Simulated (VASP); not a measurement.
# Re (Pm-3m) in VASP: notebook

The runs below take Re through relaxation of cell and atoms, single point, with PBE.

Program: VASP 6.6.1. These are calculated values, not measurements. Logs are shortened: lines on timing, memory, paths and dates and some standing lists are left out, and cuts for length are marked.

## 1. The cell of the first run

The structure is cubic, space group Pm-3m (No. 221). The conventional cell has a = 2.530 Å, b = 2.530 Å, c = 2.530 Å, α = 90.00°, β = 90.00°, γ = 90.00°. Within 3.3 Å of Re (site symmetry m-3m) lie 6 Re at 2.53 Å.

This isn't the form of Re at room conditions, which is hcp.

## 2. Relaxation of cell and atoms, PBE

Input file INCAR:

```
PREC = Accurate
ENCUT = 560
EDIFF = 1E-7
ISMEAR = -1
SIGMA = 0.05
LREAL = False
LASPH = True
NELM = 120
ALGO = Normal
ISIF = 3
LWAVE = False
LCHARG = False
GGA = PE
IBRION = 2
NSW = 80
EDIFFG = -0.03
GGA_COMPAT = False
NELMIN = 4
```

Input file KPOINTS:

```
Automatic mesh
0
Gamma
  10 10 10
```

Input file POSCAR:

```
Re
1.0
    2.5300000000      0.0000000000      0.0000000000
    0.0000000000      2.5300000000      0.0000000000
    0.0000000000      0.0000000000      2.5300000000
Re
1
Direct
    0.0000000000      0.0000000000      0.0000000000
```

Potentials or basis: VASP PAW PBE potentials, release 64 (Re_sv_GW).

Command:

```bash
> cat potpaw_PBE.64/Re_sv_GW/POTCAR > POTCAR
> mpirun -np 1 vasp_std > vasp.out
```

OUTCAR:

```text
PREC = Accurate
   ENCUT = 560
   EDIFF = 1E-7
   ISMEAR = -1
   LREAL = False
   LASPH = True
   NELM = 120
   ISIF = 3
   GGA = PE
   IBRION = 2
   NSW = 80
   EDIFFG = -0.03
   NELMIN = 4

 ion  position               nearest neighbor table
   1  0.000  0.000  0.000-

  LATTYP: Found a simple cubic cell.
 ALAT       =     2.5300000000

  Lattice vectors:

 A1 = (   2.5300000000,   0.0000000000,   0.0000000000)
 A2 = (   0.0000000000,   2.5300000000,   0.0000000000)
 A3 = (   0.0000000000,   0.0000000000,   2.5300000000)

Analysis of symmetry for initial positions (statically):
=====================================================================
 Subroutine PRICEL returns:
 Original cell was already a primitive cell.

 Routine SETGRP: Setting up the symmetry group for a
 simple cubic supercell.

 Subroutine GETGRP returns: Found 48 space group operations
 (whereof 48 operations were pure point group operations)
 out of a pool of 48 trial point group operations.

The static configuration has the point symmetry O_h .

Analysis of symmetry for dynamics (positions and initial velocities):
=====================================================================
 Subroutine PRICEL returns:
 Original cell was already a primitive cell.

 Routine SETGRP: Setting up the symmetry group for a
 simple cubic supercell.

 Subroutine GETGRP returns: Found 48 space group operations
 (whereof 48 operations were pure point group operations)
 out of a pool of 48 trial point group operations.

The dynamic configuration has the point symmetry O_h .

 Subroutine INISYM returns: Found 48 space group operations
 (whereof 48 operations are pure point group operations),
 and found     1 'primitive' translations

----------------------------------------------------------------------------------------

                                     Primitive cell

  volume of cell :      16.1943

  direct lattice vectors                    reciprocal lattice vectors
     2.530000000  0.000000000  0.000000000     0.395256917  0.000000000  0.000000000
     0.000000000  2.530000000  0.000000000     0.000000000  0.395256917  0.000000000
     0.000000000  0.000000000  2.530000000     0.000000000  0.000000000  0.395256917

  length of vectors
     2.530000000  2.530000000  2.530000000     0.395256917  0.395256917  0.395256917

  position of ions in fractional coordinates (direct lattice)
     0.000000000  0.000000000  0.000000000

  ion indices of the primitive-cell ions
   primitive index   ion index
                 1           1

----------------------------------------------------------------------------------------

 KPOINTS: Automatic mesh

Automatic generation of k-mesh.
 Grid dimensions read from file:
 generate k-points for:   10   10   10

 Generating k-lattice:

  Cartesian coordinates                     Fractional coordinates (reciprocal lattice)
     0.039525692  0.000000000  0.000000000     0.100000000  0.000000000  0.000000000
     0.000000000  0.039525692  0.000000000     0.000000000  0.100000000  0.000000000
     0.000000000  0.000000000  0.039525692     0.000000000  0.000000000  0.100000000

  Length of vectors
     0.039525692  0.039525692  0.039525692

  Shift w.r.t. Gamma in fractional coordinates (k-lattice)
     0.000000000  0.000000000  0.000000000

 Subroutine IBZKPT returns following result:
 ===========================================

 Found     56 irreducible k-points:

 Following reciprocal coordinates:
            Coordinates               Weight
  0.000000  0.000000  0.000000      1.000000
  0.100000  0.000000  0.000000      6.000000
  0.200000  0.000000  0.000000      6.000000
  0.300000  0.000000  0.000000      6.000000
  0.400000  0.000000  0.000000      6.000000
  0.500000  0.000000  0.000000      3.000000
[... 16 lines left out ...]
  0.200000  0.100000  0.100000     24.000000
  0.300000  0.100000  0.100000     24.000000
 [... further k-points ...]
   k-points           NKPTS =     56   k-points in BZ     NKDIM =     56   number of bands    NBANDS=     11
   number of dos      NEDOS =    301   number of ions     NIONS =      1
   total plane-waves  NPLWV =   8000
   dimension x,y,z NGX =    20 NGY =   20 NGZ =   20
   dimension x,y,z NGXF=    40 NGYF=   40 NGZF=   40
   ions per type =               1
   NGX,Y,Z   is equivalent  to a cutoff of  13.14, 13.14, 13.14 a.u.
   NGXF,Y,Z  is equivalent  to a cutoff of  26.28, 26.28, 26.28 a.u.
 SYSTEM =  unknown system
   PREC   = accura    normal or accurate (medium, high low for compatibility)
   ISTART =      0    job   : 0-new  1-cont  2-samecut
   ICHARG =      2    charge: 1-file 2-atom 10-const
   ISPIN  =      1    spin polarized calculation?
   LNONCOLLINEAR =      F non collinear calculations
   LSORBIT =      F    spin-orbit coupling
   LASPH  =      T    aspherical Exc in radial PAW
   ENCUT  =  560.0 eV  41.16 Ry    6.42 a.u.   4.88  4.88  4.88*2*pi/ulx,y,z
   NELM   =    120;   NELMIN=  4; NELMDL= -5     # of ELM steps
   EDIFF  = 0.1E-06   stopping-criterion for ELM
   LREAL  =      F    real-space projection
   EDIFFG = -.3E-01   stopping-criterion for IOM
   NSW    =     80    number of steps for IOM
   IBRION =      2    ionic relax: 0-MD 1-quasi-New 2-CG
   NFREE  =      1    steps in history (QN), initial steepest desc. (CG)
   ISIF   =      3    stress and relaxation
   ISYM   =      2    0-nonsym 1-usesym 2-fastsym
   POTIM  = 0.5000    time-step for ionic-motion
   TEBEG  =    0.0;   TEEND  =   0.0 temperature during run
   PSTRESS=    0.0 pullay stress
   NELECT =      15.0000    total number of electrons
   NUPDOWN=      -1.0000    fix difference up-down
   EMIN   =  10.00;   EMAX   =-10.00  energy-range for DOS
   EFERMI =   0.00;   METHOD = LEGACY
   ISMEAR =    -1;   SIGMA  =   0.05  broadening in eV -4-tet -1-fermi 0-gaus
   EFERMI_NEDOS =   21; number of points for ismear=-14 and -15
   IALGO  =     38    algorithm
   IMIX   =      4    mixing-type and parameters
     AMIX     =   0.40;   BMIX     =  1.00
     AMIX_MAG =   1.60;   BMIX_MAG =  1.00
  volume/ion in A,a.u.               =      16.19       109.28
  Fermi-wavevector in a.u.,A,eV,Ry     =   1.595823  3.015668 34.649293  2.546651
  Thomas-Fermi vector in A             =   2.693682
   LORBIT       =      0    0 simple, 1 ext, 2 COOP (PROOUT), +10 PAW based schemes
   GGA     = PE    functional components
   LHFCALC =     F    Hartree Fock is set to
   AEXX    =    0.0000 exact exchange contribution
   IVDW    =     0    specifies the selected vdW correction
   LEPSILON=     F    determine dielectric tensor
   LRPA    =     F    only Hartree local field effects (RPA)
 conjugate gradient relaxation of ions
 non-spin polarized calculation
  energy-cutoff  :      560.00
  volume of cell :       16.19
 maximum number of plane-waves:       500
 NGX is ok and might be reduce to    20
   NGX =  9   NGY =  9   NGZ =  9

--------------------------------------- Ionic step        1  -------------------------------------------

 number of electron      15.0000001 magnetization

 Free energy of the ion-electron system (eV)
  ---------------------------------------------------
  ext. energy  EPLUGINS =         0.00000000
  ---------------------------------------------------
  free energy    TOTEN  =       -12.64509234 eV

  energy without entropy =      -12.64085745  energy(sigma->0) =      -12.64297490

------------------------ aborting loop because EDIFF is reached ----------------------------------------

  FORCE on cell =-STRESS in cart. coord.  units (eV):
  Direction    XX          YY          ZZ          XY          YZ          ZX
  --------------------------------------------------------------------------------------
  -------------------------------------------------------------------------------------
  Total        1.5472197      1.5472197      1.5472197     -0.0000000     -0.0000000     -0.0000000
  in kB      153.0738526    153.0738526    153.0738526     -0.0000000     -0.0000000     -0.0000000
  external PRESSURE =     153.0738526 kB  Pullay stress =       0.0000000 kB
[... 20 lines left out ...]
  energy  without entropy=      -12.6408574467  energy(sigma->0) =      -12.64297490

--------------------------------------- Ionic step        2  -------------------------------------------

 number of electron      14.9999996 magnetization

 E-fermi :   8.7111     XC(G=0): -12.2890

 val. band max:        8.7011304377   @ k =   0.5000   0.0000   0.0000
 cond. band min:       8.7365776992   @ k =   0.3000   0.2000   0.0000
 fundamental gap:      0.0354472615
 Fermi energy:         8.7110591845

 k-point     1 :       0.0000    0.0000    0.0000
  band No.  band energies     occupation
      1     -71.5767      2.00000
      2     -33.0203      2.00000
      3     -33.0203      2.00000
      4     -33.0203      2.00000
      5       0.6276      2.00000
      6       4.4122      2.00000
      7       4.4122      2.00000
      8      11.4575      0.00000
      9      11.4575      0.00000
     10      11.4575      0.00000
     11      22.5580      0.00000
[... 389 lines left out ...]
  energy  without entropy=      -12.6777390462  energy(sigma->0) =      -12.68028097

--------------------------------------- Ionic step        4  -------------------------------------------

 number of electron      14.9999996 magnetization

 Free energy of the ion-electron system (eV)
  ---------------------------------------------------
  ext. energy  EPLUGINS =         0.00000000
  ---------------------------------------------------
  free energy    TOTEN  =       -12.68300633 eV

  energy without entropy =      -12.67798709  energy(sigma->0) =      -12.68049671

 E-fermi :  11.1197     XC(G=0): -13.2142

 val. band max:       11.0620393935   @ k =   0.5000   0.0000   0.0000
 cond. band min:      11.1256759651   @ k =   0.5000   0.1000   0.0000
 fundamental gap:      0.0636365716
 Fermi energy:        11.1196921914

 k-point     1 :       0.0000    0.0000    0.0000
  band No.  band energies     occupation
      1     -69.1798      2.00000
      2     -30.4352      2.00000
      3     -30.4352      2.00000
      4     -30.4352      2.00000
      5       1.9672      2.00000
      6       5.8032      2.00000
      7       5.8032      2.00000
      8      14.6859      0.00000
      9      14.6859      0.00000
     10      14.6859      0.00000
     11      26.2067      0.00000
[... 350 lines left out ...]
  FREE ENERGIE OF THE ION-ELECTRON SYSTEM (eV)
  ---------------------------------------------------
  free  energy   TOTEN  =       -12.6830063323 eV

  energy  without entropy=      -12.6779870859  energy(sigma->0) =      -12.68049671

 reached required accuracy - stopping structural energy minimisation
```

It took 40 s on 1 thread of Intel Xeon 6975P-C (Granite Rapids), shared host; peak memory 0.14 GiB.

Results:

```yaml
Free_energy: -12.6830 eV
Relaxed_volume: 17.03 Å³/atom
Relaxed_cell: a = 2.573 Å, b = 2.573 Å, c = 2.573 Å, α = 90.00°, β = 90.00°, γ = 90.00°
Space_group_after_relaxing_to_0.1_Å: Pm-3m (No. 221)
Energy_gained_by_relaxing: 37.9 meV/atom
Ionic_steps: 4
Pressure_after_relaxing: -0.1 GPa
Band_gap_on_the_k_mesh: zero (an odd number of electrons rules out a gap without spin polarisation)
```

Step by step:
```tsv
step	energy change (eV)	largest force (eV/Å)	pressure (GPa)	volume (Å³)
1	0.0000	0.0000	15.31	16.19
2	0.3120	0.0000	-31.24	20.10
3	-0.0377	0.0000	-0.96	17.09
4	-0.0379	0.0000	-0.07	17.03
```

Final structure:
```xyz
1
Lattice="2.5727 0.0000 0.0000 0.0000 2.5727 0.0000 0.0000 0.0000 2.5727" Properties=species:S:1:pos:R:3 pbc="T T T"
Re    0.0000    0.0000    0.0000
```

Levels at points of the mesh, in eV from the Fermi level:
```tsv
k point	band 3	band 4	band 5	band 6	band 7	band 8	band 9	band 10	band 11
(0.00, 0.00, 0.00)	-41.55	-41.55	-9.15	-5.32	-5.32	3.57	3.57	3.57	15.09
(0.50, 0.00, 0.00)	-41.45	-41.45	-5.76	-4.39	-0.96	-0.06	-0.06	3.95	8.38
(0.50, 0.50, 0.00)	-42.61	-41.34	-6.30	-3.82	0.66	0.66	4.71	4.71	6.18
(0.50, 0.50, 0.50)	-42.46	-42.46	-4.72	-4.72	-4.72	6.45	6.45	7.75	11.58
```

Caveat: spin-orbit coupling is left out, which moves the levels of the heavy elements.

## 3. Single point, PBE

This run uses another cell than the first one, of 17.12 Å³/atom.

Input file INCAR:

```
  PREC = Accurate
  ENCUT = 560
  EDIFF = 1E-6
  ISMEAR = -1
  SIGMA = 0.05
  LREAL = F
  LASPH = T
  NELM = 120
  ALGO = Normal
  ISIF = 2
  LWAVE = F
  LCHARG = F
  GGA = PE
  NBANDS = 14
  GGA_COMPAT = F
```

Input file KPOINTS:

```
regular mesh
0
Gamma
  10 10 10
```

Input file POSCAR:

```
Re
1.0
    2.5774263224      0.0000000000      0.0000000000
    0.0000000000      2.5774263224      0.0000000000
    0.0000000000      0.0000000000      2.5774263224
Re
1
Direct
    0.0000000000      0.0000000000      0.0000000000
```

Potentials or basis: VASP PAW PBE potentials, release 64 (Re_sv_GW).

Command:

```bash
> cat potpaw_PBE.64/Re_sv_GW/POTCAR > POTCAR
> mpirun -np 1 vasp_std > vasp.out
```

It took 8 s on 1 thread of Intel Xeon Platinum 8375C at 2.90GHz (Ice Lake), shared host; peak memory 0.14 GiB.

The run converged. Its results:

| Property | Result |
| --- | --- |
| Free energy | -12.6909 eV |
| Pressure | -1.2 GPa |
| Band gap on the k mesh | zero (an odd number of electrons rules out a gap without spin polarisation) |

Levels at points of the mesh, in eV from the Fermi level:
```tsv
k point	band 5	band 6	band 7	band 8	band 9	band 10
(0.00, 0.00, 0.00)	-9.12	-5.28	-5.28	3.54	3.54	3.54
(0.50, 0.00, 0.00)	-5.73	-4.36	-0.95	-0.06	-0.06	3.91
(0.50, 0.50, 0.00)	-6.25	-3.80	0.66	0.66	4.68	4.68
(0.50, 0.50, 0.50)	-4.68	-4.68	-4.68	6.39	6.39	7.77
```

Caveat: spin-orbit coupling is left out, which moves the levels of the heavy elements.

The gap in the log of VASP goes by the Fermi energy; the results here count the filled bands.